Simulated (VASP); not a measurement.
# Cu (Fm-3m) in VASP: further runs, part 2 of 2

VASP 6.6.1.

### Step 3. Relaxation of cell and atoms, LDA

File INCAR:

```
SYSTEM = Cu
PREC = Accurate
ENCUT = 600
EDIFF = 1E-7
ISMEAR = 0
SIGMA = 0.1
LREAL = .False.
LASPH = .True.
NELM = 80
ALGO = Normal
ISIF = 3
LWAVE = .False.
LCHARG = .False.
IBRION = 2
NSW = 100
EDIFFG = -0.005
```

File KPOINTS:

```
Automatic mesh
0
Gamma
  20 20 20
  0 0 0
```

File POSCAR:

```
Cu
1.0
    0.0000000000      1.7594476934      1.7594476934
    1.7594476934      0.0000000000      1.7594476934
    1.7594476934      1.7594476934      0.0000000000
Cu
1
Direct
    0.0000000000      0.0000000000      0.0000000000
```

Potentials or basis: VASP PAW LDA potentials, release 64 (Cu).

The run is started by

```console
cat potpaw_LDA.64/Cu/POTCAR > POTCAR
mpirun -np 1 vasp_std > vasp.out
```

OUTCAR:

```text
SYSTEM = Cu
   PREC = Accurate
   ENCUT = 600
   EDIFF = 1E-7
   ISMEAR = 0
   LREAL = .False.
   LASPH = .True.
   NELM = 80
   ISIF = 3
   IBRION = 2
   NSW = 100
   EDIFFG = -0.005

 ion  position               nearest neighbor table
   1  0.000  0.000  0.000-

  LATTYP: Found a face centered cubic cell.
 ALAT       =     3.5188953868

  Lattice vectors:

 A1 = (   0.0000000000,   1.7594476934,   1.7594476934)
 A2 = (   1.7594476934,   0.0000000000,   1.7594476934)
 A3 = (   1.7594476934,   1.7594476934,   0.0000000000)

Analysis of symmetry for initial positions (statically):
=====================================================================
 Subroutine PRICEL returns:
 Original cell was already a primitive cell.

[... 247 lines left out ...]

 E-fermi :   8.3103     XC(G=0): -13.5554

 val. band max:        8.2541268700   @ k =   0.4500   0.3000   0.0000
 cond. band min:       8.3193631468   @ k =   0.5000   0.2500   0.1000
 fundamental gap:      0.0652362768
 Fermi energy:         8.3102585988

 k-point     1 :       0.0000    0.0000    0.0000
  band No.  band energies     occupation
      1      -1.6089      2.00000
      2       5.0186      2.00000
      3       5.0186      2.00000
      4       5.0186      2.00000
      5       5.9617      2.00000
      6       5.9617      2.00000
      7      31.6200      0.00000
      8      34.7009      0.00000
      9      34.7009      0.00000
[... 265 lines left out ...]
 k-point    24 :      -0.3500    0.0500    0.0000
  band No.  band energies     occupation
      1       2.3307      2.00000
      2       5.0522      2.00000
      3       5.0977      2.00000
      4       5.2385      2.00000
      5       6.3129      2.00000
      6       6.6275      2.00000
      7      16.0693      0.00000
      8      28.9944      0.00000
      9      31.3837      0.00000

 [... further k-points ...]
[... 5 lines left out ...]
  --------------------------------------------------------------------------------------
  -------------------------------------------------------------------------------------
  Total       -0.0043084     -0.0043084     -0.0043084      0.0000000      0.0000000     -0.0000000
  in kB       -0.6309123     -0.6309123     -0.6309123      0.0000000      0.0000000     -0.0000000
  external PRESSURE =      -0.6309123 kB  Pullay stress =       0.0000000 kB
[... 16 lines left out ...]
  FREE ENERGIE OF THE ION-ELECTRON SYSTEM (eV)
  ---------------------------------------------------
  free  energy   TOTEN  =        -4.7092209363 eV

  energy  without entropy=       -4.7079701646  energy(sigma->0) =       -4.70859555

 reached required accuracy - stopping structural energy minimisation
```

OSZICAR:

```text
N       E                     dE             d eps       ncg     rms          rms(c)
DAV:   1     0.373202724648E+02    0.37320E+02   -0.61776E+03  4752   0.237E+03
DAV:   2    -0.526823216438E+01   -0.42589E+02   -0.40519E+02  4614   0.208E+02
[... 19 lines left out ...]
   2 F= -.47091375E+01 E0= -.47085115E+01  d E =-.375626E-04
       N       E                     dE             d eps       ncg     rms          rms(c)
DAV:   1    -0.471233440757E+01   -0.31969E-02   -0.61561E-02  4835   0.673E+00    0.458E-01
DAV:   2    -0.471020919091E+01    0.21252E-02   -0.45288E-02  4831   0.515E+00    0.173E-01
DAV:   3    -0.470930979283E+01    0.89940E-03   -0.68245E-03  4792   0.205E+00    0.645E-02
DAV:   4    -0.470922087018E+01    0.88923E-04   -0.10431E-04  6191   0.137E-01    0.198E-03
DAV:   5    -0.470922093633E+01   -0.66153E-07   -0.49152E-07  4705   0.106E-02
   3 F= -.47092209E+01 E0= -.47085956E+01  d E =-.120965E-03
```

CONTCAR:

```text
Cu
   1.00000000000000
    -0.0000000000000000    1.7620186215784517    1.7620186215784517
     1.7620186215784517    0.0000000000000000    1.7620186215784517
     1.7620186215784517    1.7620186215784517    0.0000000000000000
  Cu
     1
Direct
     0.0000000000000000    0.0000000000000000    0.0000000000000000

  0.00000000E+00  0.00000000E+00  0.00000000E+00
```

It took 29 s on 1 thread of Intel Xeon Platinum 8375C at 2.90GHz (Ice Lake), shared host; peak memory 0.15 GiB.

What came out:

```yaml
Free_energy: -4.7092 eV
Relaxed_volume: 10.94 Å³/atom
Relaxed_cell: a = 2.492 Å, b = 2.492 Å, c = 2.492 Å, α = 60.00°, β = 60.00°, γ = 60.00°
Space_group_after_relaxing_to_0.05_Å: Fm-3m (No. 225)
Energy_gained_by_relaxing: 0.1 meV/atom
Ionic_steps: 3
Pressure_after_relaxing: -0.1 GPa
```

Step by step:
```
step  energy change (eV)  largest force (eV/Å)  pressure (GPa)  volume (Å³)
   1              0.0000                0.0000            0.82        10.89
   2              0.0000                0.0000           -0.67        10.98
   3             -0.0001                0.0000           -0.06        10.94
```

Final structure:
```xyz
1
Lattice="0.0000 1.7620 1.7620 1.7620 0.0000 1.7620 1.7620 1.7620 0.0000" Properties=species:S:1:pos:R:3 pbc="T T T"
Cu    0.0000    0.0000    0.0000
```

Levels at points of the mesh, in eV from the Fermi level:
```
           k point  band 2  band 3  band 4  band 5  band 6  band 7  band 8  band 9
(0.00, 0.00, 0.00)   -3.29   -3.29   -3.29   -2.35   -2.35   23.31   26.39   26.39
(0.50, 0.00, 0.00)   -3.32   -3.32   -1.71   -1.71   -1.18    4.15   21.79   23.15
(0.50, 0.50, 0.00)   -4.86   -1.72   -1.55   -1.55    1.46    7.69   13.63   13.63
```

### Step 4. Single point, LDA

This run uses another cell than the first one, of 11.81 Å³/atom, 1.084 times its volume.

File INCAR:

```
ALGO = Normal
EDIFF = 1E-7
ENCUT = 520
ISIF = 2
ISMEAR = 0
LASPH = True
LCHARG = True
LELF = True
LREAL = False
LVHAR = True
LWAVE = False
NBANDS = 12
NELM = 80
PREC = Accurate
SIGMA = 0.1
```

File KPOINTS:

```
k-points
0
Gamma
  8 8 8
```

File POSCAR:

```
Cu
1.0
    0.0000000000      1.8075000000      1.8075000000
    1.8075000000      0.0000000000      1.8075000000
    1.8075000000      1.8075000000      0.0000000000
Cu
1
Direct
    0.0000000000      0.0000000000      0.0000000000
```

The run is started by

```console
cat potpaw_LDA.64/Cu/POTCAR > POTCAR
mpirun -np 1 vasp_std > vasp.out
```

Wall time 4.3 s (1 thread of Intel Xeon Platinum 8259CL at 2.50GHz (Skylake/Cascade Lake), shared host); peak memory 0.11 GiB.

It converged, with:

```yaml
Free_energy: -4.6435 eV
Pressure: -10.9 GPa
```

Levels at points of the mesh, in eV from the Fermi level:
| k point | band 3 | band 4 | band 5 | band 6 | band 7 | band 8 | band 9 | band 10 |
| --- | --- | --- | --- | --- | --- | --- | --- | --- |
| (0.00, 0.00, 0.00) | -2.98 | -2.98 | -2.14 | -2.14 | 22.77 | 25.23 | 25.23 | 25.23 |
| (0.50, 0.00, 0.00) | -3.00 | -1.57 | -1.57 | -0.89 | 3.81 | 21.28 | 22.00 | 22.00 |
| (0.50, 0.50, 0.00) | -1.58 | -1.43 | -1.43 | 1.57 | 7.19 | 13.09 | 13.09 | 17.73 |

Caveat: the k points lie up to 0.38 Å⁻¹ apart.

### Step 5. The runs side by side

```tsv
task	cell	k mesh	cutoff (eV)	gap on the mesh (eV)	pressure (GPa)
single point	a = 2.488 Å, angles 60.0°, 1 atom	20 × 20 × 20	520	none	0.8
relaxation of cell and atoms	relaxed from a = 2.488 Å, angles 60.0°, 1 atom	20 × 20 × 20	600	none	-0.1
single point	a = 2.556 Å, angles 60.0°, 1 atom	8 × 8 × 8	520	none	-10.9
```

Alike in all rows: level LDA; potentials or basis VASP PAW LDA potentials, release 64 (Cu); no spin polarisation; smearing gaussian 0.1 eV.

Caveats: some runs use coarse meshes.

Absolute energies hang on the potentials; compare differences alone.
